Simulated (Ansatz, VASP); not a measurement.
# One calculation of NiMoIrPdW, two programs

File INCAR:

```
PREC = Accurate
ENCUT = 520
EDIFF = 1E-6
ISMEAR = -1
SIGMA = 0.05
LREAL = F
LASPH = T
NELM = 150
ALGO = Fast
ISIF = 2
LWAVE = F
LCHARG = F
ISPIN = 2
MAGMOM = 1 1 0 0.6 0
LORBIT = 11
LMAXMIX = 4
GGA = B5
ALDAX = 1.0
AGGAX = 1.0
AGGAC = 1.0
ALDAC = 0.0
NBANDS = 40
```

KPOINTS

```
Automatic mesh
0
Gamma
  5 5 4
```

The input POSCAR:

```
NiMoIrPdW
1.0
    4.1467000000      0.0000000000      0.0000000000
   -2.0733500000      3.5911500000      0.0000000000
    0.0000000000      0.0000000000      5.4162900000
Ni Mo Pd Ir W
1 1 1 1 1
Direct
    0.0000000000      0.0000000000      0.0222100000
    0.6666700000      0.3333300000      0.4599600000
    0.3333300000      0.6666700000      0.7460100000
    0.3333300000      0.6666700000      0.2564100000
    0.6666700000      0.3333300000      0.9998500000
```

File input.yaml:

```yaml
crystal:
  lattice:
    - [4.1467, 0.0, 0.0]
    - [-2.07335, 3.59115, 0.0]
    - [0.0, 0.0, 5.41629]
  atoms:
    - { symbol: Ni, position: [0.0, 0.0, 0.02221], spin: 1.0 }
    - { symbol: Mo, position: [0.66667, 0.33333, 0.45996], spin: 1.0 }
    - { symbol: Pd, position: [0.33333, 0.66667, 0.74601] }
    - { symbol: Ir, position: [0.33333, 0.66667, 0.25641], spin: 0.6 }
    - { symbol: W, position: [0.66667, 0.33333, 0.99985] }
kpoints:
  mp_grid: { grid: [5, 5, 4] }
  band_path:
    path:
      - [0.0, 0.0, 0.0]
      - [0.5, 0.0, 0.0]
      - [0.3333333333, 0.3333333333, 0.0]
      - [0.0, 0.0, 0.0]
      - [0.0, 0.0, 0.5]
      - [0.5, 0.0, 0.5]
      - [0.3333333333, 0.3333333333, 0.5]
      - [0.0, 0.0, 0.5]
    npoints: 12
scf:
  occupations: { method: fermi_dirac, width: 0.05 }
hamiltonian:
  xc: blyp
  pseudopotentials: { kind: all_electron, lapw: { basis_error: 0.002 } }
magnetization:
  spin_polarized: true
output:
  forces: true
  stress: true
  eigenvalues: true
```

Alike in both runs: functional BLYP; k mesh 5 × 5 × 4; occupations fermi-dirac, width 0.05 eV; collinear spin.

|  | VASP | Ansatz |
| --- | --- | --- |
| version | VASP 6.6.1 | Ansatz 0.2.0 |
| potentials or method | VASP PAW PBE potentials, release 64 (Ni, Mo_sv, Pd, Ir, W_sv), cutoff 520 eV | all-electron LAPW, scalar-relativistic |
| task | single point | band structure |

|  | VASP | Ansatz | Ansatz less VASP |
| --- | --- | --- | --- |
| gap on the k mesh at the Fermi level (eV) | none | none | - |
| pressure (GPa) | 10.8 | 9.7 | -1.15 |
| traceless stress, the component that is largest in VASP (GPa) | 1.00 | 0.97 | -0.027 |
| rms of the force components (eV/Å) | 0.116 | 0.109 | -0.0072 |
| net moment per atom (μB) | 0.00 | 0.00 | 0.000 |

VASP's potentials were made for PBE, not for BLYP. Atom by atom the forces differ by 0.031 eV/Å (rms over components). A gap of «none» marks a metal or a gap that the smearing closes. Ansatz ran all-electron here, and VASP with PAW potentials.

Spin-orbit coupling is off throughout. Noted on Ansatz's run: the k mesh is thin for a metal, which can move the energy by tens of meV per atom.
